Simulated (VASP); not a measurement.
# ZrS2 (P-3m1) in VASP: notebook

The runs below take ZrS2 through single point, with HSE06.

Program: VASP 6.6.1. These are calculated values, not measurements. Logs are shortened: lines on timing, memory, paths and dates and some standing lists are left out, and cuts for length are marked.

### Step 1. The cell of the first run

It takes space group P-3m1 (No. 164, trigonal). Conventional cell: a = 3.821 Å, b = 3.821 Å, c = 5.740 Å, α = 90.00°, β = 90.00°, γ = 120.00°. Within 3.4 Å of Zr (site symmetry -3m) lie 6 S at 2.60 Å. S (site symmetry 3m) has 3 Zr at 2.60 Å and 12 S at 3.52 to 3.82 Å within 3.9 Å.

### Step 2. Single point, HSE06 (epitaxial xy strain +4.0%)

The input, POSCAR:

```
ZrS2
1.0
    3.8213750484      0.0000000000      0.0000000000
   -1.9106875242      3.3094078693      0.0000000000
    0.0000000000      0.0000000000      5.7397191487
Zr S
1 2
Direct
    0.0000000000      0.0000000000      0.0000000000
    0.3333333333      0.6666666667      0.2390644428
    0.6666666667      0.3333333333      0.7609355572
```

The input, INCAR.step1:

```
  ALGO = Normal
  EDIFF = 1E-5
  ENCUT = 400
  GGA = PE
  GGA_COMPAT = False
  ISIF = 2
  ISMEAR = 0
  LASPH = True
  LREAL = False
  LWAVE = True
  NBANDS = 19
  NELM = 120
  PREC = Accurate
  SIGMA = 0.01
```

The input, INCAR.step2:

```
  ALGO = Normal
  EDIFF = 1E-6
  ENCUT = 400
  GGA = PE
  GGA_COMPAT = False
  HFSCREEN = 0.2079
  ISIF = 2
  ISMEAR = 0
  ISTART = 1
  LASPH = True
  LCHARG = True
  LELF = True
  LHFCALC = True
  LREAL = False
  LVHAR = True
  LWAVE = False
  NBANDS = 19
  NELM = 120
  PREC = Accurate
  PRECFOCK = Normal
  SIGMA = 0.01
```

The input, KPOINTS:

```
k-points
0
Gamma
  6 6 4
```

Potentials or basis: VASP PAW PBE potentials, release 64 (Zr_sv, S).

Launch:

```sh
$ cat potpaw_PBE.64/Zr_sv/POTCAR potpaw_PBE.64/S/POTCAR > POTCAR
$ cp INCAR.step1 INCAR
$ mpirun -np 1 vasp_std > vasp.out
$ cp INCAR.step2 INCAR
$ mpirun -np 1 vasp_std > vasp.out
```

OUTCAR:

```text
EDIFF = 1E-6
   ENCUT = 400
   GGA = PE
   HFSCREEN = 0.2079
   ISIF = 2
   ISMEAR = 0
   ISTART = 1
   LASPH = True
   LHFCALC = True
   LREAL = False
   NELM = 120
   PREC = Accurate
   PRECFOCK = Normal

 ion  position               nearest neighbor table
   1  0.000  0.000  0.000-   2 2.60   3 2.60   2 2.60   3 2.60   3 2.60   2 2.60
   2  0.333  0.667  0.239-   1 2.60   1 2.60   1 2.60
   3  0.667  0.333  0.761-   1 2.60   1 2.60   1 2.60

  LATTYP: Found a hexagonal cell.
 ALAT       =     3.8213750484
 C/A-ratio  =     1.5020036181

  Lattice vectors:

 A1 = (   3.8213750484,   0.0000000000,   0.0000000000)
 A2 = (  -1.9106875242,   3.3094078693,   0.0000000000)
 A3 = (   0.0000000000,   0.0000000000,   5.7397191487)

Analysis of symmetry for initial positions (statically):
=====================================================================
 Subroutine PRICEL returns:
 Original cell was already a primitive cell.

 Routine SETGRP: Setting up the symmetry group for a
 hexagonal supercell.

 Subroutine GETGRP returns: Found 12 space group operations
 (whereof 12 operations were pure point group operations)
 out of a pool of 24 trial point group operations.

The static configuration has the point symmetry D_3d.

Analysis of symmetry for dynamics (positions and initial velocities):
=====================================================================
 Subroutine PRICEL returns:
 Original cell was already a primitive cell.

 Routine SETGRP: Setting up the symmetry group for a
 hexagonal supercell.

 Subroutine GETGRP returns: Found 12 space group operations
 (whereof 12 operations were pure point group operations)
 out of a pool of 24 trial point group operations.

The dynamic configuration has the point symmetry D_3d.

 Subroutine INISYM returns: Found 12 space group operations
 (whereof 12 operations are pure point group operations),
 and found     1 'primitive' translations

----------------------------------------------------------------------------------------

                                     Primitive cell

  volume of cell :      72.5873

  direct lattice vectors                    reciprocal lattice vectors
[... 90 lines left out ...]
   EDIFFG = 0.1E-04   stopping-criterion for IOM
   NSW    =      0    number of steps for IOM
   IBRION =     -1    ionic relax: 0-MD 1-quasi-New 2-CG
   NFREE  =      0    steps in history (QN), initial steepest desc. (CG)
   ISIF   =      2    stress and relaxation
   ISYM   =      3    0-nonsym 1-usesym 2-fastsym
   POTIM  = 0.5000    time-step for ionic-motion
   TEBEG  =    0.0;   TEEND  =   0.0 temperature during run
   PSTRESS=    0.0 pullay stress
   NELECT =      24.0000    total number of electrons
   NUPDOWN=      -1.0000    fix difference up-down
   EMIN   =  10.00;   EMAX   =-10.00  energy-range for DOS
   EFERMI =   0.00;   METHOD = LEGACY
   ISMEAR =     0;   SIGMA  =   0.01  broadening in eV -4-tet -1-fermi 0-gaus
   EFERMI_NEDOS =   21; number of points for ismear=-14 and -15
   IALGO  =     38    algorithm
   IMIX   =      1    mixing-type and parameters
     AMIX     =   0.40;   BMIX     =  1.00
     AMIX_MAG =   1.60;   BMIX_MAG =  1.00
  volume/ion in A,a.u.               =      24.20       163.28
  Fermi-wavevector in a.u.,A,eV,Ry     =   1.132031  2.139229 17.435792  1.281495
  Thomas-Fermi vector in A             =   2.268731
   LORBIT       =      0    0 simple, 1 ext, 2 COOP (PROOUT), +10 PAW based schemes
   GGA     = PE    functional components
   LHFCALC =     T    Hartree Fock is set to
   PRECFOCK=normal    Normal, Fast or Accurate (Low or Medium for compatibility)
   ENCUT4O =  -1.0   cutoff for four orbital integrals eV
   NKREDX  =     1    reduce k-point grid by
   NKREDY  =     1    reduce k-point grid by
   NKREDZ  =     1    reduce k-point grid by
   AEXX    =    0.2500 exact exchange contribution
   HFSCREEN=    0.2079 screening length (either q_TF or 0.3 A-1)
   HFSCREENC=   0.2079 screening length for correlation (either q_TF or 0.3 A-1)
   ENCUTFOCK=  -1.0 apply spherical cutoff to Coloumb kernel
   IVDW    =     0    specifies the selected vdW correction
   LEPSILON=     F    determine dielectric tensor
   LRPA    =     F    only Hartree local field effects (RPA)
 non-spin polarized calculation
 Gauss-broadening in eV      SIGMA  =   0.01
  energy-cutoff  :      400.00
  volume of cell :       72.59
 maximum number of plane-waves:      1350
 NGX is ok and might be reduce to    28
  NGX = 20; NGY = 20; NGZ = 30

 number of electron      24.0000002 magnetization

 Free energy of the ion-electron system (eV)
  ---------------------------------------------------
  ext. energy  EPLUGINS =         0.00000000
  ---------------------------------------------------
  free energy    TOTEN  =       -25.31819377 eV

  energy without entropy =      -25.31819377  energy(sigma->0) =      -25.31819377

 E-fermi :   3.9400     XC(G=0):  -7.7262

 val. band max:        3.7539600162   @ k =   0.0000   0.0000   0.0000
 cond. band min:       5.6144243189   @ k =   0.5000  -0.0000   0.5000
 fundamental gap:      1.8604643026
 Fermi energy:         3.9400200631

 k-point     1 :       0.0000    0.0000    0.0000
  band No.  band energies     occupation
      1     -49.1391      2.00000
      2     -25.7754      2.00000
      3     -25.6202      2.00000
      4     -25.6202      2.00000
      5     -10.3274      2.00000
      6      -8.6577      2.00000
[... 505 lines left out ...]
      6      -9.0194      2.00000
[... 11 lines left out ...]
     18      12.4886      0.00000
     19      13.0857      0.00000

------------------------ aborting loop because EDIFF is reached ----------------------------------------

  FORCE on cell =-STRESS in cart. coord.  units (eV):
  Direction    XX          YY          ZZ          XY          YZ          ZX
  --------------------------------------------------------------------------------------
  -------------------------------------------------------------------------------------
  Total       -2.7196735     -2.7196735      0.2280839      0.0000000     -0.0000000     -0.0000000
  in kB      -60.0297802    -60.0297802      5.0343649      0.0000000     -0.0000000     -0.0000000
  external PRESSURE =     -38.3417318 kB  Pullay stress =       0.0000000 kB

 VOLUME and BASIS-vectors are now :
 -----------------------------------------------------------------------------
  energy-cutoff  :      400.00
  volume of cell :       72.59
      direct lattice vectors                 reciprocal lattice vectors
     3.821375048  0.000000000  0.000000000     0.261685908  0.151084430  0.000000000
    -1.910687524  3.309407869  0.000000000     0.000000000  0.302168859  0.000000000
     0.000000000  0.000000000  5.739719149     0.000000000  0.000000000  0.174224552

 POSITION                                       TOTAL-FORCE (eV/Angst)
 -----------------------------------------------------------------------------------
      0.00000      0.00000      0.00000         0.000000      0.000000      0.000000
     -0.00000      2.20627      1.37216        -0.000000     -0.000000     -0.176600
      1.91069      1.10314      4.36756         0.000000      0.000000      0.176600
 -----------------------------------------------------------------------------------
    total drift:                               -0.000000     -0.000000      0.000000

  FREE ENERGIE OF THE ION-ELECTRON SYSTEM (eV)
  ---------------------------------------------------
  free  energy   TOTEN  =       -25.3181937688 eV

  energy  without entropy=      -25.3181937688  energy(sigma->0) =      -25.31819377
```

Run time: 71 min. Hardware: 1 thread of Intel Xeon Platinum 8259CL at 2.50GHz (Skylake/Cascade Lake), shared host; peak memory 0.3 GiB.

Results:

- Free energy: -25.3182 eV
- Pressure: -3.8 GPa
- Largest force: 0.177 eV/Å
- Band gap on the k mesh: 1.86 eV (least direct gap 2.11 eV)

Forces in eV/Å, atoms in the order of the input:
```
Zr   0.000  0.000  0.000
S    0.000  0.000 -0.177
S    0.000  0.000  0.177
```

Stress tensor (GPa, compression positive):
```
-6.00  0.00  0.00
 0.00 -6.00  0.00
 0.00  0.00  0.50
```

Caveat: the cell differs from its parent crystal (epitaxial xy strain +4.0%); the stress differs along the axes, from -6 to 1 GPa; the PAW data sets were made with another functional, which shifts forces and pressure a little; this functional lacks dispersion, which binds layers or chains, so the pressure and a relaxed spacing across them are unreliable.

### Step 3. Single point, HSE06 (epitaxial xy strain -4.0%)

The input, POSCAR:

```
ZrS2
1.0
    3.5274231216      0.0000000000      0.0000000000
   -1.7637115608      3.0548380332      0.0000000000
    0.0000000000      0.0000000000      5.9612425643
Zr S
1 2
Direct
    0.0000000000      0.0000000000      0.0000000000
    0.3333333333      0.6666666667      0.2531680491
    0.6666666667      0.3333333333      0.7468319509
```

The input, INCAR.step1:

```
SYSTEM = ZrS2
PREC = Accurate
ENCUT = 400
EDIFF = 1E-5
ISMEAR = 0
SIGMA = 0.01
LREAL = .FALSE.
LASPH = .TRUE.
NELM = 120
ALGO = Normal
ISIF = 2
LWAVE = .TRUE.
LCHARG = .FALSE.
GGA = PE
NBANDS = 19
GGA_COMPAT = .FALSE.
```

The input, INCAR.step2:

```
SYSTEM = ZrS2
PREC = Accurate
ENCUT = 400
EDIFF = 1E-6
ISMEAR = 0
SIGMA = 0.01
LREAL = .FALSE.
LASPH = .TRUE.
NELM = 120
ALGO = Normal
ISIF = 2
LWAVE = .FALSE.
LCHARG = .FALSE.
GGA = PE
LHFCALC = .TRUE.
HFSCREEN = 0.2079
PRECFOCK = Normal
ISTART = 1
NBANDS = 19
GGA_COMPAT = .FALSE.
```

The input, KPOINTS:

```
regular mesh
0
G
  6 6 4
  0 0 0
```

Potentials or basis: VASP PAW PBE potentials, release 64 (Zr_sv, S).

Launch:

```sh
$ cat potpaw_PBE.64/Zr_sv/POTCAR potpaw_PBE.64/S/POTCAR > POTCAR
$ cp INCAR.step1 INCAR
$ mpirun -np 1 vasp_std > vasp.out
$ cp INCAR.step2 INCAR
$ mpirun -np 1 vasp_std > vasp.out
```

It took 56 min on 1 thread of Oxide Virtual Turin-like, shared host; peak memory 0.25 GiB.

The run converged. Its results:

| Property | Result |
| --- | --- |
| Free energy | -25.2876 eV |
| Pressure | 5.0 GPa |
| Largest force | 0.207 eV/Å |
| Band gap on the k mesh | 1.21 eV (least direct gap 2.21 eV) |

Forces on the atoms (eV/Å):
```
Zr   0.000  0.000  0.000
S    0.000  0.000 -0.207
S    0.000  0.000  0.207
```

Stress tensor (GPa, compression positive):
```
7.45 0.00 0.00
0.00 7.45 0.00
0.00 0.00 0.25
```

Levels at points of the mesh, in eV from the valence-band top:
| k point | band 8 | band 9 | band 10 | band 11 | band 12 | band 13 | band 14 | band 15 | band 16 | band 17 |
| --- | --- | --- | --- | --- | --- | --- | --- | --- | --- | --- |
| (0.00, 0.00, 0.00) | -2.99 | -2.99 | -0.24 | 0.00 | 0.00 | 2.47 | 2.47 | 2.84 | 5.80 | 5.80 |
| (0.50, 0.00, 0.00) | -3.29 | -3.12 | -2.84 | -2.32 | -1.32 | 1.50 | 4.75 | 5.29 | 6.95 | 7.01 |
| (0.00, 0.00, 0.50) | -2.95 | -2.95 | -2.40 | -0.16 | -0.16 | 2.43 | 2.43 | 3.54 | 6.24 | 6.24 |
| (0.50, 0.00, 0.50) | -3.98 | -3.03 | -3.02 | -1.11 | -1.00 | 1.21 | 4.73 | 5.25 | 6.31 | 6.39 |

Caveat: the cell differs from its parent crystal (epitaxial xy strain -4.0%); the stress differs along the axes, from 0 to 7 GPa; the PAW data sets were made with another functional, which shifts forces and pressure a little; this functional lacks dispersion, which binds layers or chains, so the pressure and a relaxed spacing across them are unreliable.
